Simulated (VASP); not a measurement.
# Cu (I4/mmm) in VASP: further runs, part 2 of 2

VASP 6.6.1. Earlier steps stand in the parts before.

## (3) Single point, PBE

Input file INCAR:

```
SYSTEM = Cu
PREC = Accurate ; ENCUT = 520
EDIFF = 1E-7 ; ISMEAR = -1
SIGMA = 0.1 ; LREAL = .False.
LASPH = .True. ; NELM = 80
ALGO = Normal ; ISIF = 2
LWAVE = .False. ; LCHARG = .True.
GGA = PE ; LELF = .True.
LVHAR = .True. ; NBANDS = 12
```

Input file KPOINTS:

```
regular mesh
0
Gamma
  20 20 20
  0 0 0
```

Input file POSCAR:

```
Cu
1.0
   -1.4427933200      1.4427933200      1.3760814500
    1.4427933200     -1.4427933200      1.3760814500
    1.4427933200      1.4427933200     -1.3760814500
Cu
1
Direct
    0.0000000000      0.0000000000      0.0000000000
```

Potentials or basis: VASP PAW PBE potentials, release 64 (Cu).

Started as:

```sh
> cat potpaw_PBE.64/Cu/POTCAR > POTCAR
> mpirun -np 1 vasp_std > vasp.out
```

OUTCAR:

```text
SYSTEM = Cu
   PREC = Accurate
   ENCUT = 520
   EDIFF = 1E-7
   ISMEAR = -1
   LREAL = .False.
   LASPH = .True.
   NELM = 80
   ISIF = 2
   GGA = PE

 ion  position               nearest neighbor table
   1  0.000  0.000  0.000-

  LATTYP: Found a body centered tetragonal cell.
 ALAT       =     2.8855866400
 C/A-ratio  =     0.9537620052

  Lattice vectors:

 A1 = (  -1.4427933200,   1.4427933200,   1.3760814500)
 A2 = (   1.4427933200,  -1.4427933200,   1.3760814500)
 A3 = (   1.4427933200,   1.4427933200,  -1.3760814500)

Analysis of symmetry for initial positions (statically):
=====================================================================
 Subroutine PRICEL returns:
 Original cell was already a primitive cell.

 Routine SETGRP: Setting up the symmetry group for a
 body centered tetragonal supercell.

 Subroutine GETGRP returns: Found 16 space group operations
 (whereof 16 operations were pure point group operations)
 out of a pool of 16 trial point group operations.

The static configuration has the point symmetry D_4h.

Analysis of symmetry for dynamics (positions and initial velocities):
=====================================================================
 Subroutine PRICEL returns:
 Original cell was already a primitive cell.

 Routine SETGRP: Setting up the symmetry group for a
 body centered tetragonal supercell.

 Subroutine GETGRP returns: Found 16 space group operations
 (whereof 16 operations were pure point group operations)
 out of a pool of 16 trial point group operations.

The dynamic configuration has the point symmetry D_4h.

 Subroutine INISYM returns: Found 16 space group operations
 (whereof 16 operations are pure point group operations),
 and found     1 'primitive' translations

----------------------------------------------------------------------------------------

                                     Primitive cell

[... 112 lines left out ...]
   LORBIT       =      0    0 simple, 1 ext, 2 COOP (PROOUT), +10 PAW based schemes
   GGA     = PE    functional components
   LHFCALC =     F    Hartree Fock is set to
   AEXX    =    0.0000 exact exchange contribution
   IVDW    =     0    specifies the selected vdW correction
   LEPSILON=     F    determine dielectric tensor
   LRPA    =     F    only Hartree local field effects (RPA)
 non-spin polarized calculation
  energy-cutoff  :      520.00
  volume of cell :       11.46
 maximum number of plane-waves:       327
   NGX =  9   NGY =  9   NGZ =  9

 number of electron      10.9999998 magnetization

 Free energy of the ion-electron system (eV)
  ---------------------------------------------------
  ext. energy  EPLUGINS =         0.00000000
  ---------------------------------------------------
  free energy    TOTEN  =        -3.68261142 eV

  energy without entropy =       -3.67100895  energy(sigma->0) =       -3.67681018

 E-fermi :   7.9746     XC(G=0): -12.9041

 val. band max:        7.9727953424   @ k =   0.5000   0.2000   0.1500
 cond. band min:       7.9758964332   @ k =  -0.2500   0.4000   0.2000
 fundamental gap:      0.0031010908
 Fermi energy:         7.9745688180

 k-point     1 :       0.0000    0.0000    0.0000
  band No.  band energies     occupation
      1      -1.6117      2.00000
      2       4.6409      2.00000
      3       4.8351      2.00000
      4       4.8351      2.00000
      5       5.7058      2.00000
      6       5.9128      2.00000
      7      32.8396      0.00000
      8      32.8396      0.00000
      9      34.0852      0.00000
     10      36.9078      0.00000
     11      36.9078      0.00000
     12      36.9227      0.00000
[... 331 lines left out ...]
 k-point    24 :      -0.3500    0.0500    0.0000
  band No.  band energies     occupation
      1       1.9345      2.00000
      2       4.1619      2.00000
      3       4.8710      2.00000
      4       5.7546      2.00000
      5       5.8962      2.00000
      6       6.1256      2.00000
      7      18.4778      0.00000
      8      25.5814      0.00000
      9      27.1122      0.00000
     10      30.6252      0.00000
     11      33.5338      0.00000
     12      40.2447      0.00000

 [... further k-points ...]

------------------------ aborting loop because EDIFF is reached ----------------------------------------

  FORCE on cell =-STRESS in cart. coord.  units (eV):
  Direction    XX          YY          ZZ          XY          YZ          ZX
  --------------------------------------------------------------------------------------
  -------------------------------------------------------------------------------------
  Total        0.5701576      0.5701576      0.5547999      0.0000000      0.0000000      0.0000000
  in kB       79.7247388     79.7247388     77.5772795      0.0000000      0.0000000      0.0000000
  external PRESSURE =      79.0089190 kB  Pullay stress =       0.0000000 kB

 VOLUME and BASIS-vectors are now :
 -----------------------------------------------------------------------------
  energy-cutoff  :      520.00
  volume of cell :       11.46
      direct lattice vectors                 reciprocal lattice vectors
    -1.442793320  1.442793320  1.376081450     0.000000000  0.346549983  0.363350585
     1.442793320 -1.442793320  1.376081450     0.346549983  0.000000000  0.363350585
     1.442793320  1.442793320 -1.376081450     0.346549983  0.346549983  0.000000000

 POSITION                                       TOTAL-FORCE (eV/Angst)
 -----------------------------------------------------------------------------------
      0.00000      0.00000      0.00000        -0.000000      0.000000      0.000000
 -----------------------------------------------------------------------------------
    total drift:                                0.000000      0.000000     -0.000000

  FREE ENERGIE OF THE ION-ELECTRON SYSTEM (eV)
  ---------------------------------------------------
  free  energy   TOTEN  =        -3.6826114157 eV

  energy  without entropy=       -3.6710089526  energy(sigma->0) =       -3.67681018
```

OSZICAR:

```text
N       E                     dE             d eps       ncg     rms          rms(c)
DAV:   1     0.428659646731E+02    0.42866E+02   -0.53733E+03 17104   0.154E+03
DAV:   2    -0.327016929634E+01   -0.46136E+02   -0.42704E+02 15932   0.206E+02
DAV:   3    -0.458646106553E+01   -0.13163E+01   -0.13096E+01 17884   0.400E+01
DAV:   4    -0.459431245363E+01   -0.78514E-02   -0.78504E-02 17312   0.274E+00
DAV:   5    -0.459438461078E+01   -0.72157E-04   -0.72156E-04 17932   0.268E-01    0.764E+00
DAV:   6    -0.402745573206E+01    0.56693E+00   -0.13459E+01 17924   0.706E+01    0.369E+00
DAV:   7    -0.369710611556E+01    0.33035E+00   -0.20943E+00 18004   0.277E+01    0.663E-01
DAV:   8    -0.368343981569E+01    0.13666E-01   -0.63314E-03 20168   0.767E-01    0.214E-01
DAV:   9    -0.368260887885E+01    0.83094E-03   -0.48985E-03 20036   0.121E+00    0.290E-02
DAV:  10    -0.368261290224E+01   -0.40234E-05   -0.34918E-05 22032   0.965E-02    0.873E-03
DAV:  11    -0.368261123761E+01    0.16646E-05   -0.14514E-06 18912   0.228E-02    0.270E-04
DAV:  12    -0.368261137766E+01   -0.14006E-06   -0.14974E-08 10188   0.126E-03    0.119E-04
DAV:  13    -0.368261141569E+01   -0.38028E-07   -0.35690E-09  8508   0.752E-04
   1 F= -.36826114E+01 E0= -.36768102E+01  d E =-.116025E-01
```

stdout:

```text
POSCAR found type information on POSCAR Cu
 POSCAR found :  1 types and       1 ions
 scaLAPACK will be used
 LDA part: xc-table for (Slater+PW92), standard interpolation
 POSCAR, INCAR and KPOINTS ok, starting setup
 FFT: planning ... GRIDC
 FFT: planning ... GRID_SOFT
 FFT: planning ... GRID
 WAVECAR not read
 entering main loop
```

Wall time 51 s (1 thread of Intel Xeon 6975P-C (Granite Rapids), shared host); peak memory 0.19 GiB.

What came out:

| Item | Value |
| --- | --- |
| Free energy | -3.6826 eV |
| Pressure | 7.9 GPa |

Stress tensor (GPa, compression positive):
```
7.97 0.00 0.00
0.00 7.97 0.00
0.00 0.00 7.76
```

Levels at points of the mesh, in eV from the Fermi level:
```csv
k point,band 2,band 3,band 4,band 5,band 6,band 7,band 8,band 9,band 10,band 11
"(0.00, 0.00, 0.00)",-3.33,-3.14,-3.14,-2.27,-2.06,24.87,24.87,26.11,28.93,28.93
"(0.50, 0.00, 0.00)",-4.03,-2.18,-1.96,-1.38,-0.54,4.69,17.35,17.48,21.36,24.43
"(0.50, 0.50, 0.00)",-3.79,-2.34,-2.09,-1.41,-0.91,4.17,18.60,18.91,22.53,25.53
"(0.50, 0.50, 0.50)",-4.79,-1.58,-1.58,-1.53,7.74,7.74,9.58,13.35,13.99,16.79
```
